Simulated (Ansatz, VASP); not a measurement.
Pt in VASP and in Ansatz

```
Pt
1.0
     0.00000    1.98495    1.98495
     1.98495    0.00000    1.98495
     1.98495    1.98495    0.00000
Pt
1
Direct
  0.00000 0.00000 0.00000
```

Alike in both runs: functional PBE; k mesh 18 × 18 × 18; occupations gaussian, width 0.1 eV; no spin polarisation.

Ansatz relaxed the structure, and its values are those at the end. VASP's run is a single point on that final structure, the one shown.

|  | VASP | Ansatz |
| --- | --- | --- |
| version | VASP 6.6.1 | Ansatz 0.2.0 |
| potentials or method | VASP PAW PBE potentials, release 64 (Pt), cutoff 520 eV | scalar-relativistic, plane waves, PAW |
| valence electrons in the cell | 10 | 18 |

```csv
,VASP,Ansatz,Ansatz less VASP
gap on the k mesh at the Fermi level (eV),none,none,-
pressure (GPa),-0.5,0.0,+0.45
```

A gap of «none» marks a metal or a gap that the smearing closes. VASP's potentials hold 10 valence electrons a cell and Ansatz's 18, so a difference there can come from the potentials and not from the codes.

Spin-orbit coupling is off throughout.
